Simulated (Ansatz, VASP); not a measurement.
**One calculation of Hf2ScHg3, two programs**

INCAR

```
PREC = Accurate
ENCUT = 520
EDIFF = 1E-6
ISMEAR = 0
SIGMA = 0.1
LREAL = False
LASPH = True
NELM = 100
ALGO = Normal
ISIF = 2
LWAVE = False
LCHARG = False
GGA = PE
NBANDS = 42
```

Contents of KPOINTS:

```
Automatic mesh
0
Gamma
  3 3 4
```

The input POSCAR:

```
Hf2ScHg3
1.0
    5.7744641400      0.0000000000      0.0000000000
   -2.8872320700      5.0008326400      0.0000000000
    0.0000000000      0.0000000000      4.5509073900
Hf Sc Hg
2 1 3
Direct
    0.6666666700      0.3333333300      0.0000000000
    0.3333333300      0.6666666700      0.0000000000
    0.0000000000      0.0000000000      0.0000000000
    0.5000000000      0.0000000000      0.5000000000
    0.5000000000      0.5000000000      0.5000000000
    0.0000000000      0.5000000000      0.5000000000
```

Input for Ansatz:

```yaml
crystal:
  lattice:
    - [5.77446414, 0.0, 0.0]
    - [-2.88723207, 5.00083264, 0.0]
    - [0.0, 0.0, 4.55090739]
  atoms:
    - { symbol: Hf, position: [0.66666667, 0.33333333, 0.0] }
    - { symbol: Hf, position: [0.33333333, 0.66666667, 0.0] }
    - { symbol: Sc, position: [0.0, 0.0, 0.0] }
    - { symbol: Hg, position: [0.5, 0.0, 0.5] }
    - { symbol: Hg, position: [0.5, 0.5, 0.5] }
    - { symbol: Hg, position: [0.0, 0.5, 0.5] }
basis:
  ecutwfc: 420
kpoints:
  mp_grid: { grid: [3, 3, 4] }
hamiltonian:
  xc: pbe
scf:
  occupations: { method: gaussian, width: 0.1 }
  lower_state_search: "off"
output:
  forces: true
  stress: true
  eigenvalues: true
```

Change from the starting cell: species swapped into the LaGa3Pd2 type (P6/mmm, No. 191).

Alike in both runs: task single point; functional PBE; k mesh 3 × 3 × 4; occupations gaussian, width 0.1 eV; no spin polarisation.

|  | VASP | Ansatz |
| --- | --- | --- |
| version | VASP 6.6.1 | Ansatz 0.2.0 |
| potentials or method | VASP PAW PBE potentials, release 64 (Hf_pv, Sc_sv, Hg), cutoff 520 eV | scalar-relativistic, plane waves, PAW |
| valence electrons in the cell | 67 | 123 |

Ansatz gave:

```
gap on the k mesh at the Fermi level (eV)                     : none
pressure (GPa)                                                : 12.5
traceless stress, the component that is largest in VASP (GPa) : 10.18
```

Q: What did VASP give for the same quantities?

A: gap on the k mesh at the Fermi level (eV): none; pressure (GPa): 12.6; traceless stress, the component that is largest in VASP (GPa): 9.72.

A gap of «none» marks a metal or a gap that the smearing closes. VASP's potentials hold 67 valence electrons a cell and Ansatz's 123, so a difference there can come from the potentials and not from the codes.

The k mesh is coarse, so the values compare programs but aren't converged. Spin-orbit coupling is off throughout.
